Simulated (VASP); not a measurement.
# Ru4C in VASP: further runs

Runs on Ru4C. Level: LDA. Tasks: single point.

Everything below comes from runs of VASP 6.6.1. Logs are shortened: lines on timing, memory, paths and dates and some standing lists are left out, and cuts for length are marked.

## 1. The cell of the first run

The cell holds a slab with vacuum, 5 atoms: a = 2.674 Å, b = 2.674 Å, c = 23.262 Å, α = 90.00°, β = 90.00°, γ = 120.00°.

## 2. Single point, LDA, collinear spin

INCAR

```
  PREC = Accurate
  ENCUT = 520
  EDIFF = 1E-6
  ISMEAR = 0
  SIGMA = 0.1
  LREAL = F
  LASPH = T
  NELM = 150
  ALGO = Fast
  ISIF = 2
  LWAVE = F
  LCHARG = T
  ISPIN = 2
  MAGMOM = 0 0 0 0 2
  LORBIT = 11
  LMAXMIX = 4
  LDIPOL = T
  IDIPOL = 3
  DIPOL = 0.5 0.5 0.358
  GGA = CA
  LELF = T
  LVHAR = T
  LVACPOTAV = T
  NBANDS = 42
```

KPOINTS

```
regular mesh
0
Gamma
  12 12 1
```

POSCAR

```
Ru4C
1.0
    2.6740588489      0.0000000000      0.0000000000
   -1.3370294244      2.3158028943      0.0000000000
    0.0000000000      0.0000000000     23.2622039167
Ru C
4 1
Direct
    0.6666666667      0.3333333333      0.1719527528
    0.3333333333      0.6666666667      0.2628031512
    0.6666666667      0.3333333333      0.3532811882
    0.3333333333      0.6666666667      0.4411535534
    0.8333333333      0.6666666667      0.5602308347
```

Potentials or basis: VASP PAW LDA potentials, release 64 (Ru_pv, C).

Command:

```sh
$ cat potpaw_LDA.64/Ru_pv/POTCAR potpaw_LDA.64/C/POTCAR > POTCAR
$ mpirun -np 1 vasp_std > vasp.out
```

OUTCAR:

```text
PREC = Accurate
   ENCUT = 520
   EDIFF = 1E-6
   ISMEAR = 0
   LREAL = F
   LASPH = T
   NELM = 150
   ISIF = 2
   ISPIN = 2
   LORBIT = 11
   GGA = CA

 ion  position               nearest neighbor table
   1  0.667  0.333  0.172-   2 2.62   2 2.62   2 2.62
   2  0.333  0.667  0.263-   3 2.61   3 2.61   3 2.61   1 2.62   1 2.62   1 2.62
   3  0.667  0.333  0.353-   4 2.56   4 2.56   4 2.56   2 2.61   2 2.61   2 2.61
   4  0.333  0.667  0.441-   3 2.56   3 2.56   3 2.56
   5  0.833  0.667  0.560-

  LATTYP: Found a hexagonal cell.
 ALAT       =     2.6740588489
 C/A-ratio  =     8.6992116596

  Lattice vectors:

 A1 = (   2.6740588489,   0.0000000000,   0.0000000000)
 A2 = (  -1.3370294244,   2.3158028943,   0.0000000000)
 A3 = (   0.0000000000,   0.0000000000,  23.2622039167)

Analysis of symmetry for initial positions (statically):
=====================================================================
 Subroutine PRICEL returns:
 Original cell was already a primitive cell.

 Routine SETGRP: Setting up the symmetry group for a
 hexagonal supercell.

 Subroutine GETGRP returns: Found  2 space group operations
 (whereof  2 operations were pure point group operations)
 out of a pool of 24 trial point group operations.

The static configuration has the point symmetry C_1h.

Analysis of symmetry for dynamics (positions and initial velocities):
=====================================================================
 Subroutine PRICEL returns:
 Original cell was already a primitive cell.

 Routine SETGRP: Setting up the symmetry group for a
 hexagonal supercell.

 Subroutine GETGRP returns: Found  2 space group operations
 (whereof  2 operations were pure point group operations)
 out of a pool of 24 trial point group operations.

The dynamic configuration has the point symmetry C_1h.

Analysis of structural, dynamic, and magnetic symmetry:
=====================================================================
 Subroutine PRICEL returns:
 Original cell was already a primitive cell.

 Routine SETGRP: Setting up the symmetry group for a
 hexagonal supercell.

 Subroutine GETGRP returns: Found  2 space group operations
 (whereof  2 operations were pure point group operations)
 out of a pool of 24 trial point group operations.

The overall configuration has the point symmetry C_1h.

 Subroutine INISYM returns: Found  2 space group operations
 (whereof  2 operations are pure point group operations),
 and found     1 'primitive' translations

----------------------------------------------------------------------------------------

                                     Primitive cell

  volume of cell :     144.0534

  direct lattice vectors                    reciprocal lattice vectors
     2.674058849  0.000000000  0.000000000     0.373963348  0.215907840  0.000000000
    -1.337029424  2.315802894  0.000000000     0.000000000  0.431815679  0.000000000
     0.000000000  0.000000000 23.262203917     0.000000000  0.000000000  0.042988188

  length of vectors
     2.674058849  2.674058849 23.262203917     0.431815679  0.431815679  0.042988188

  position of ions in fractional coordinates (direct lattice)
     0.666666667  0.333333333  0.171952753
     0.333333333  0.666666667  0.262803151
     0.666666667  0.333333333  0.353281188
     0.333333333  0.666666667  0.441153553
     0.833333333  0.666666667  0.560230835

  ion indices of the primitive-cell ions
   primitive index   ion index
                 1           1
                 2           2
                 3           3
                 4           4
                 5           5

----------------------------------------------------------------------------------------

 KPOINTS: regular mesh

Automatic generation of k-mesh.
 Grid dimensions read from file:
 generate k-points for:   12   12    1

 Generating k-lattice:

  Cartesian coordinates                     Fractional coordinates (reciprocal lattice)
     0.031163612  0.017992320  0.000000000     0.083333333  0.000000000  0.000000000
[... 39 lines left out ...]
 -0.416667  0.333333  0.000000      4.000000
 [... further k-points ...]
   k-points           NKPTS =     43   k-points in BZ     NKDIM =     43   number of bands    NBANDS=     42
   number of dos      NEDOS =    301   number of ions     NIONS =      5
   total plane-waves  NPLWV =  72000
   dimension x,y,z NGX =    20 NGY =   20 NGZ =  180
   dimension x,y,z NGXF=    40 NGYF=   40 NGZF=  360
   ions per type =               4   1
   NGX,Y,Z   is equivalent  to a cutoff of  12.43, 12.43, 12.86 a.u.
   NGXF,Y,Z  is equivalent  to a cutoff of  24.87, 24.87, 25.73 a.u.
 SYSTEM =  unknown system
   PREC   = accura    normal or accurate (medium, high low for compatibility)
   ISTART =      0    job   : 0-new  1-cont  2-samecut
   ICHARG =      2    charge: 1-file 2-atom 10-const
   ISPIN  =      2    spin polarized calculation?
   LNONCOLLINEAR =      F non collinear calculations
   LSORBIT =      F    spin-orbit coupling
   LASPH  =      T    aspherical Exc in radial PAW
   ENCUT  =  520.0 eV  38.22 Ry    6.18 a.u.   4.97  4.97 43.25*2*pi/ulx,y,z
   NELM   =    150;   NELMIN=  2; NELMDL= -5     # of ELM steps
   EDIFF  = 0.1E-05   stopping-criterion for ELM
   LREAL  =      F    real-space projection
   EDIFFG = 0.1E-04   stopping-criterion for IOM
   NSW    =      0    number of steps for IOM
   IBRION =     -1    ionic relax: 0-MD 1-quasi-New 2-CG
   NFREE  =      0    steps in history (QN), initial steepest desc. (CG)
   ISIF   =      2    stress and relaxation
   ISYM   =      2    0-nonsym 1-usesym 2-fastsym
   POTIM  = 0.5000    time-step for ionic-motion
   TEBEG  =    0.0;   TEEND  =   0.0 temperature during run
   PSTRESS=    0.0 pullay stress
   NELECT =      60.0000    total number of electrons
   NUPDOWN=      -1.0000    fix difference up-down
   EMIN   =  10.00;   EMAX   =-10.00  energy-range for DOS
   EFERMI =   0.00;   METHOD = LEGACY
   ISMEAR =     0;   SIGMA  =   0.10  broadening in eV -4-tet -1-fermi 0-gaus
   EFERMI_NEDOS =   21; number of points for ismear=-14 and -15
   IALGO  =     68    algorithm
   IMIX   =      4    mixing-type and parameters
     AMIX     =   0.40;   BMIX     =  1.00
     AMIX_MAG =   1.60;   BMIX_MAG =  1.00
  volume/ion in A,a.u.               =      28.81       194.42
  Fermi-wavevector in a.u.,A,eV,Ry     =   1.222599  2.310377 20.337292  1.494749
  Thomas-Fermi vector in A             =   2.357740
   LORBIT       =     11    0 simple, 1 ext, 2 COOP (PROOUT), +10 PAW based schemes
   GGA     = CA    functional components
   LHFCALC =     F    Hartree Fock is set to
   AEXX    =    0.0000 exact exchange contribution
   IVDW    =     0    specifies the selected vdW correction
   LEPSILON=     F    determine dielectric tensor
   LRPA    =     F    only Hartree local field effects (RPA)
 spin polarized calculation
 RMM-DIIS sequential band-by-band and
 Gauss-broadening in eV      SIGMA  =   0.10
  energy-cutoff  :      520.00
  volume of cell :      144.05
 maximum number of plane-waves:      3939
   NGX =  9   NGY =  9   NGZ = 87

 dipolmoment           0.000000      0.000000     -0.135008 electrons x Angstroem

 number of electron      60.0000000 magnetization       0.0005823

 dipolmoment           0.000000      0.000000      0.030052 electrons x Angstroem

 Free energy of the ion-electron system (eV)
  ---------------------------------------------------
  ext. energy  EPLUGINS =         0.00000000
  ---------------------------------------------------
  free energy    TOTEN  =       -44.62337732 eV

  energy without entropy =      -44.59344148  energy(sigma->0) =      -44.60840940

 E-fermi :   1.8409     XC(G=0):  -7.1859

 val. band max:        1.8385188396   @ k =   0.1667   0.0000   0.0000
 cond. band min:       1.8436291409   @ k =   0.5000   0.4167   0.0000
 fundamental gap:      0.0051103013
 Fermi energy:         1.8409254221

 spin component 1

 k-point     1 :       0.0000    0.0000    0.0000
  band No.  band energies     occupation
      1     -41.7734      1.00000
      2     -41.2713      1.00000
      3     -40.8523      1.00000
      4     -40.8470      1.00000
      5     -40.7405      1.00000
      6     -40.7379      1.00000
[... 1069 lines left out ...]
     41      10.3454      0.00000
     42      11.3782      0.00000

 [... further k-points ...]

 spin component 2

 k-point     1 :       0.0000    0.0000    0.0000
  band No.  band energies     occupation
      1     -41.7734      1.00000
      2     -41.2712      1.00000
      3     -40.8523      1.00000
      4     -40.8470      1.00000
      5     -40.7405      1.00000
      6     -40.7379      1.00000
[... 1069 lines left out ...]
     41      10.3485      0.00000
     42      11.3847      0.00000

 [... further k-points ...]

------------------------ aborting loop because EDIFF is reached ----------------------------------------

  FORCE on cell =-STRESS in cart. coord.  units (eV):
  Direction    XX          YY          ZZ          XY          YZ          ZX
  --------------------------------------------------------------------------------------
  -------------------------------------------------------------------------------------
  Total       -6.7420343     -6.1951698     -5.4552032     -0.0000000      0.0839984      0.0000000
  in kB      -74.9856440    -68.9033575    -60.6733676     -0.0000000      0.9342390      0.0000000
  external PRESSURE =     -68.1874564 kB  Pullay stress =       0.0000000 kB

 VOLUME and BASIS-vectors are now :
 -----------------------------------------------------------------------------
  energy-cutoff  :      520.00
  volume of cell :      144.05
      direct lattice vectors                 reciprocal lattice vectors
     2.674058849  0.000000000  0.000000000     0.373963348  0.215907840  0.000000000
    -1.337029424  2.315802894  0.000000000     0.000000000  0.431815679  0.000000000
     0.000000000  0.000000000 23.262203917     0.000000000  0.000000000  0.042988188

 POSITION                                       TOTAL-FORCE (eV/Angst)
 -----------------------------------------------------------------------------------
      1.33703      0.77193      4.00000        -0.000000     -0.000004      0.530854
     -0.00000      1.54387      6.11338        -0.000000     -0.012398     -0.578083
      1.33703      0.77193      8.21810        -0.000000     -0.021921      0.110577
     -0.00000      1.54387     10.26220         0.000000      0.038789      1.471569
      1.33703      1.54387     13.03220        -0.000000     -0.004466     -1.534916
 -----------------------------------------------------------------------------------
    total drift:                                0.000000      0.000009     -0.000087

  FREE ENERGIE OF THE ION-ELECTRON SYSTEM (eV)
  ---------------------------------------------------
  free  energy   TOTEN  =       -44.6233773230 eV

  energy  without entropy=      -44.5934414775  energy(sigma->0) =      -44.60840940

 vacuum level on the upper side and lower side of the slab         8.163         7.285

 total charge

# of ion       s       p       d       tot
------------------------------------------
    1        0.401   6.234   5.954  12.589
    2        0.421   6.340   5.976  12.738
    3        0.426   6.357   5.998  12.781
    4        0.394   6.255   5.956  12.605
    5        1.050   0.864   0.000   1.914
--------------------------------------------------
tot          2.693  26.049  23.884  52.626

 magnetization (x)

# of ion       s       p       d       tot
------------------------------------------
    1        0.000   0.000   0.000   0.000
    2        0.000   0.000   0.000   0.000
    3       -0.000   0.000  -0.000  -0.000
    4       -0.000   0.000   0.000   0.000
    5       -0.000  -0.000   0.000  -0.000
--------------------------------------------------
tot         -0.000  -0.000   0.000   0.000
```

It took 26 min on 1 thread of Oxide Virtual Turin-like, shared host; peak memory 0.43 GiB.

Results:

```yaml
Free_energy: -44.6234 eV
Largest_force: 1.535 eV/Å
Band_gap_on_the_k_mesh: zero (filled and empty bands overlap)
Net_moment: 0.00 μB per cell
Valence_electrons_inside_the_program's_atomic_spheres: Ru 12.59, 12.74, 12.78, 12.61; C 1.91
```

Forces in eV/Å, atoms in the order of the input:
```
Ru   0.000  0.000  0.531
Ru   0.000 -0.012 -0.578
Ru   0.000 -0.022  0.111
Ru   0.000  0.039  1.472
C    0.000 -0.004 -1.535
```

(Part 1 of 2 ends here.)

The gap in the log of VASP goes by the Fermi energy; the results here count the filled bands.